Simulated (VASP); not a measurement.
# Cu in VASP: a series of runs

The runs below take Cu through single point, with PBE.

All numbers are computed with VASP 6.6.1; they aren't measurements. Logs are shortened: lines on timing, memory, paths and dates and some standing lists are left out, and cuts for length are marked.

**1. The cell of the first run**

The cell holds a slab with vacuum, 4 atoms: a = 2.567 Å, b = 2.567 Å, c = 27.358 Å, α = 90.00°, β = 90.00°, γ = 90.00°.

**2. Single point, PBE**

INCAR

```
SYSTEM = Cu
ALGO     = Normal         ! electronic algorithm
DIPOL    = 0.5 0.5 0.500
EDIFF    = 1E-6           ! SCF threshold, eV
ENCUT    = 520            ! plane-wave cutoff, eV
GGA      = PE             ! functional
IDIPOL   = 3            
ISIF     = 2              ! what is computed and relaxed
ISMEAR   = -1             ! smearing method
LASPH    = .TRUE.         ! aspherical terms in the spheres
LCHARG   = .FALSE.        ! write CHGCAR
LDIPOL   = .TRUE.       
LREAL    = .FALSE.        ! projectors in reciprocal space
LWAVE    = .FALSE.        ! write WAVECAR
NBANDS   = 30             ! bands
NELM     = 60             ! most SCF steps
PREC     = Accurate       ! precision mode
SIGMA    = 0.1            ! smearing width, eV
```

KPOINTS

```
k-points
0
G
  14 14 1
  0 0 0
```

POSCAR

```
Cu
1.0
    2.5665139637      0.0000000000      0.0000000000
    0.0000000000      2.5665139637      0.0000000000
    0.0000000000      0.0000000000     27.3579000000
Cu
4
Direct
    0.2500000000      0.2500000000      0.4020773941
    0.7500000000      0.7500000000      0.4665172859
    0.2500000000      0.2500000000      0.5334825959
    0.7500000000      0.7500000000      0.5979226059
```

Potentials or basis: VASP PAW PBE potentials, release 64 (Cu).

The run is started by

```bash
> cat potpaw_PBE.64/Cu/POTCAR > POTCAR
> mpirun -np 1 vasp_std > vasp.out
```

OUTCAR:

```text
SYSTEM = Cu
   EDIFF = 1E-6
   ENCUT = 520
   GGA = PE
   ISIF = 2
   ISMEAR = -1
   LASPH = .TRUE.
   LREAL = .FALSE.
   NELM = 60
   PREC = Accurate

 ion  position               nearest neighbor table
   1  0.250  0.250  0.402-   2 2.53   2 2.53   2 2.53   2 2.53
   2  0.750  0.750  0.467-   1 2.53   1 2.53   1 2.53   1 2.53   3 2.58   3 2.58   3 2.58   3 2.58

   3  0.250  0.250  0.533-   4 2.53   4 2.53   4 2.53   4 2.53   2 2.58   2 2.58   2 2.58   2 2.58

   4  0.750  0.750  0.598-   3 2.53   3 2.53   3 2.53   3 2.53

  LATTYP: Found a simple tetragonal cell.
 ALAT       =     2.5665139637
 C/A-ratio  =    10.6595562646

  Lattice vectors:

 A1 = (   2.5665139637,   0.0000000000,   0.0000000000)
 A2 = (   0.0000000000,   2.5665139637,   0.0000000000)
 A3 = (   0.0000000000,   0.0000000000,  27.3579000000)

Analysis of symmetry for initial positions (statically):
=====================================================================
 Subroutine PRICEL returns:
 Original cell was already a primitive cell.

 Routine SETGRP: Setting up the symmetry group for a
 simple tetragonal supercell.

 Subroutine GETGRP returns: Found 16 space group operations
 (whereof  4 operations were pure point group operations)
 out of a pool of 16 trial point group operations.

The static configuration has the point symmetry C_2h.
 The point group associated with its full space group is D_4h.

Analysis of symmetry for dynamics (positions and initial velocities):
=====================================================================
 Subroutine PRICEL returns:
 Original cell was already a primitive cell.

 Routine SETGRP: Setting up the symmetry group for a
 simple tetragonal supercell.

 Subroutine GETGRP returns: Found 16 space group operations
 (whereof  4 operations were pure point group operations)
 out of a pool of 16 trial point group operations.

The dynamic configuration has the point symmetry C_2h.
 The point group associated with its full space group is D_4h.

 Subroutine INISYM returns: Found 16 space group operations
 (whereof  4 operations are pure point group operations),
 and found     1 'primitive' translations

----------------------------------------------------------------------------------------

                                     Primitive cell

  volume of cell :     180.2063

  direct lattice vectors                    reciprocal lattice vectors
     2.566513964  0.000000000  0.000000000     0.389633571  0.000000000  0.000000000
     0.000000000  2.566513964  0.000000000     0.000000000  0.389633571  0.000000000
     0.000000000  0.000000000 27.357900000     0.000000000  0.000000000  0.036552513

  length of vectors
     2.566513964  2.566513964 27.357900000     0.389633571  0.389633571  0.036552513

  position of ions in fractional coordinates (direct lattice)
     0.250000000  0.250000000  0.402077394
     0.750000000  0.750000000  0.466517286
     0.250000000  0.250000000  0.533482596
     0.750000000  0.750000000  0.597922606

  ion indices of the primitive-cell ions
   primitive index   ion index
                 1           1
                 2           2
                 3           3
                 4           4

----------------------------------------------------------------------------------------

 KPOINTS: k-points

Automatic generation of k-mesh.
 Grid dimensions read from file:
 generate k-points for:   14   14    1

 Generating k-lattice:

  Cartesian coordinates                     Fractional coordinates (reciprocal lattice)
     0.027830969  0.000000000  0.000000000     0.071428571  0.000000000  0.000000000
     0.000000000  0.027830969  0.000000000     0.000000000  0.071428571  0.000000000
     0.000000000  0.000000000  0.036552513     0.000000000  0.000000000  1.000000000

  Length of vectors
     0.027830969  0.027830969  0.036552513

  Shift w.r.t. Gamma in fractional coordinates (k-lattice)
     0.000000000  0.000000000  0.000000000

 Subroutine IBZKPT returns following result:
 ===========================================

 Found     36 irreducible k-points:

 Following reciprocal coordinates:
            Coordinates               Weight
  0.000000  0.000000  0.000000      1.000000
  0.071429  0.000000  0.000000      4.000000
  0.142857  0.000000  0.000000      4.000000
  0.214286  0.000000  0.000000      4.000000
  0.285714  0.000000  0.000000      4.000000
  0.357143  0.000000  0.000000      4.000000
[... 16 lines left out ...]
  0.285714  0.214286  0.000000      8.000000
  0.357143  0.214286  0.000000      8.000000
 [... further k-points ...]
   k-points           NKPTS =     36   k-points in BZ     NKDIM =     36   number of bands    NBANDS=     30
   number of dos      NEDOS =    301   number of ions     NIONS =      4
   total plane-waves  NPLWV =  84000
   dimension x,y,z NGX =    20 NGY =   20 NGZ =  210
   dimension x,y,z NGXF=    40 NGYF=   40 NGZF=  420
   ions per type =               4
   NGX,Y,Z   is equivalent  to a cutoff of  12.95, 12.95, 12.76 a.u.
   NGXF,Y,Z  is equivalent  to a cutoff of  25.91, 25.91, 25.52 a.u.
 SYSTEM =  Cu
   PREC   = accura    normal or accurate (medium, high low for compatibility)
   ISTART =      0    job   : 0-new  1-cont  2-samecut
   ICHARG =      2    charge: 1-file 2-atom 10-const
   ISPIN  =      1    spin polarized calculation?
   LNONCOLLINEAR =      F non collinear calculations
   LSORBIT =      F    spin-orbit coupling
   LASPH  =      T    aspherical Exc in radial PAW
   ENCUT  =  520.0 eV  38.22 Ry    6.18 a.u.   4.77  4.77 50.87*2*pi/ulx,y,z
   NELM   =     60;   NELMIN=  2; NELMDL= -5     # of ELM steps
   EDIFF  = 0.1E-05   stopping-criterion for ELM
   LREAL  =      F    real-space projection
[... 7 lines left out ...]
   TEBEG  =    0.0;   TEEND  =   0.0 temperature during run
   PSTRESS=    0.0 pullay stress
   NELECT =      44.0000    total number of electrons
   NUPDOWN=      -1.0000    fix difference up-down
   EMIN   =  10.00;   EMAX   =-10.00  energy-range for DOS
   EFERMI =   0.00;   METHOD = LEGACY
   ISMEAR =    -1;   SIGMA  =   0.10  broadening in eV -4-tet -1-fermi 0-gaus
   EFERMI_NEDOS =   21; number of points for ismear=-14 and -15
   IALGO  =     38    algorithm
   IMIX   =      4    mixing-type and parameters
     AMIX     =   0.40;   BMIX     =  1.00
     AMIX_MAG =   1.60;   BMIX_MAG =  1.00
  volume/ion in A,a.u.               =      45.05       304.02
  Fermi-wavevector in a.u.,A,eV,Ry     =   1.023220  1.933606 14.245018  1.046979
  Thomas-Fermi vector in A             =   2.156942
   LORBIT       =      0    0 simple, 1 ext, 2 COOP (PROOUT), +10 PAW based schemes
   GGA     = PE    functional components
   LHFCALC =     F    Hartree Fock is set to
   AEXX    =    0.0000 exact exchange contribution
   IVDW    =     0    specifies the selected vdW correction
   LEPSILON=     F    determine dielectric tensor
   LRPA    =     F    only Hartree local field effects (RPA)
 non-spin polarized calculation
  energy-cutoff  :      520.00
  volume of cell :      180.21
 maximum number of plane-waves:      4894
 NGX is ok and might be reduce to    20
   NGX =  9   NGY =  9   NGZ =101

 number of electron      43.9999920 magnetization

 dipolmoment           0.000000      0.000000      0.000013 electrons x Angstroem

 Free energy of the ion-electron system (eV)
  ---------------------------------------------------
  ext. energy  EPLUGINS =         0.00000000
  ---------------------------------------------------
  free energy    TOTEN  =       -13.73342177 eV

  energy without entropy =      -13.68560481  energy(sigma->0) =      -13.70951329

 E-fermi :  -1.3016     XC(G=0):  -4.0615

 val. band max:       -1.3021660543   @ k =   0.0714   0.0714   0.0000
 cond. band min:      -1.2190332058   @ k =   0.5000   0.1429   0.0000
 fundamental gap:      0.0831328486
 Fermi energy:        -1.3015516635

 k-point     1 :       0.0000    0.0000    0.0000
  band No.  band energies     occupation
      1     -10.0230      2.00000
      2      -8.3905      2.00000
      3      -6.3860      2.00000
      4      -5.9995      2.00000
      5      -5.5276      2.00000
      6      -5.0685      2.00000
[... 22 lines left out ...]
     29       4.0554      0.00000
     30       5.0962      0.00000

 k-point     2 :       0.0714    0.0000    0.0000
  band No.  band energies     occupation
      1      -9.9024      2.00000
      2      -8.2789      2.00000
      3      -6.2957      2.00000
      4      -5.9353      2.00000
      5      -5.4968      2.00000
      6      -5.0472      2.00000
[... 22 lines left out ...]
     29       4.1680      0.00000
     30       5.2158      0.00000

 k-point     3 :       0.1429    0.0000    0.0000
  band No.  band energies     occupation
      1      -9.5461      2.00000
      2      -7.9555      2.00000
      3      -6.0553      2.00000
      4      -5.7605      2.00000
      5      -5.4061      2.00000
      6      -4.9742      2.00000
[... 22 lines left out ...]
     29       4.5053      0.00000
     30       5.5741      0.00000

 k-point     4 :       0.2143    0.0000    0.0000
  band No.  band energies     occupation
      1      -8.9721      2.00000
      2      -7.4621      2.00000
      3      -5.7817      2.00000
      4      -5.5322      2.00000
      5      -5.2583      2.00000
      6      -4.8021      2.00000
[... 616 lines left out ...]
     29       6.0804      0.00000
     30       6.4909      0.00000

 k-point    23 :       0.2857    0.2143    0.0000
  band No.  band energies     occupation
      1      -7.3220      2.00000
      2      -6.1320      2.00000
      3      -5.1932      2.00000
      4      -5.1415      2.00000
      5      -4.8850      2.00000
      6      -4.7989      2.00000
[... 22 lines left out ...]
     29       6.3702      0.00000
     30       6.6215      0.00000

 k-point    24 :       0.3571    0.2143    0.0000
  band No.  band energies     occupation
      1      -6.6215      2.00000
      2      -5.7878      2.00000
      3      -5.3003      2.00000
      4      -5.1621      2.00000
      5      -4.9445      2.00000
      6      -4.6888      2.00000
[... 22 lines left out ...]
     29       6.8350      0.00000
     30       7.0840      0.00000

 [... further k-points ...]

------------------------ aborting loop because EDIFF is reached ----------------------------------------

 vacuum level on the upper side and lower side of the slab       (xc-potential included)        -0.008        -0.009

  FORCE on cell =-STRESS in cart. coord.  units (eV):
  Direction    XX          YY          ZZ          XY          YZ          ZX
  --------------------------------------------------------------------------------------
  -------------------------------------------------------------------------------------
  Total       -1.0143118     -1.0143118      0.1262189      0.0000000     -0.0000000     -0.0000000
  in kB       -9.0180376     -9.0180376      1.1221860      0.0000000     -0.0000000     -0.0000000
  external PRESSURE =      -5.6379631 kB  Pullay stress =       0.0000000 kB

 VOLUME and BASIS-vectors are now :
 -----------------------------------------------------------------------------
  energy-cutoff  :      520.00
  volume of cell :      180.21
      direct lattice vectors                 reciprocal lattice vectors
     2.566513964  0.000000000  0.000000000     0.389633571  0.000000000  0.000000000
     0.000000000  2.566513964  0.000000000     0.000000000  0.389633571  0.000000000
     0.000000000  0.000000000 27.357900000     0.000000000  0.000000000  0.036552513

 POSITION                                       TOTAL-FORCE (eV/Angst)
 -----------------------------------------------------------------------------------
      0.64163      0.64163     10.99999        -0.000000      0.000000     -0.030590
      1.92489      1.92489     12.76293         0.000000      0.000000      0.009602
      0.64163      0.64163     14.59496        -0.000000     -0.000000     -0.009602
      1.92489      1.92489     16.35791         0.000000      0.000000      0.030590
 -----------------------------------------------------------------------------------
    total drift:                               -0.000000      0.000000      0.002539

  FREE ENERGIE OF THE ION-ELECTRON SYSTEM (eV)
  ---------------------------------------------------
  free  energy   TOTEN  =       -13.7334217677 eV

  energy  without entropy=      -13.6856048053  energy(sigma->0) =      -13.70951329

 vacuum level on the upper side and lower side of the slab         3.207         3.207
```

It took 4 min on 1 thread of Intel Xeon Platinum 8488C (Sapphire Rapids), shared host; peak memory 0.34 GiB.

Results:

| Item | Value |
| --- | --- |
| Free energy | -13.7334 eV |
| Largest force | 0.031 eV/Å |
| Band gap on the k mesh | zero (bands 22 and 23 overlap by 4.42 eV) |

Forces on the atoms (eV/Å):
```
Cu   0.000  0.000 -0.031
Cu   0.000  0.000  0.010
Cu   0.000  0.000 -0.010
Cu   0.000  0.000  0.031
```

**3. Single point, PBE**

INCAR

```
PREC = Accurate ; ENCUT = 520
EDIFF = 1E-7 ; ISMEAR = -1
SIGMA = 0.1 ; LREAL = False
LASPH = True ; NELM = 60
ALGO = Normal ; ISIF = 2
LWAVE = False ; LCHARG = True
LDIPOL = True ; IDIPOL = 3
DIPOL = 0.5 0.5 0.500 ; GGA = PE
LELF = True ; LVHAR = True
LVACPOTAV = True ; NBANDS = 30
```

KPOINTS

```
Automatic mesh
0
Gamma
  14 14 1
```

POSCAR is that of step 2.

Potentials or basis: VASP PAW PBE potentials, release 64 (Cu).

The run is started by

```bash
> cat potpaw_PBE.64/Cu/POTCAR > POTCAR
> mpirun -np 1 vasp_std > vasp.out
```

Run time: 3.6 min. Hardware: 1 thread of Intel Xeon Platinum 8488C (Sapphire Rapids), shared host; peak memory 0.35 GiB.

It converged, with:

```yaml
Free_energy: -13.7334 eV
Largest_force: 0.031 eV/Å
Band_gap_on_the_k_mesh: zero (bands 22 and 23 overlap by 4.42 eV)
Work_function_of_the_upper_face: 4.52 eV
Work_function_of_the_lower_face: 4.52 eV
```

Forces on the atoms (eV/Å):
```
Cu   0.000  0.000 -0.031
Cu   0.000  0.000  0.010
Cu   0.000  0.000 -0.010
Cu   0.000  0.000  0.031
```

Levels at points of the mesh, in eV from the Fermi level:
```csv
k point,band 18,band 19,band 20,band 21,band 22,band 23,band 24,band 25,band 26,band 27
"(0.00, 0.00, 0.00)",-1.73,-1.73,-1.52,-1.49,-1.48,-1.48,-0.39,1.24,4.30,4.37
"(0.50, 0.00, 0.00)",-1.78,-1.56,-1.56,-0.35,-0.35,-0.06,-0.06,3.30,3.30,5.98
"(0.50, 0.50, 0.00)",-1.53,-1.14,-1.14,2.42,2.42,4.61,4.61,7.30,7.30,7.56
```

The gap in the log of VASP goes by the Fermi energy; the results here count the filled bands.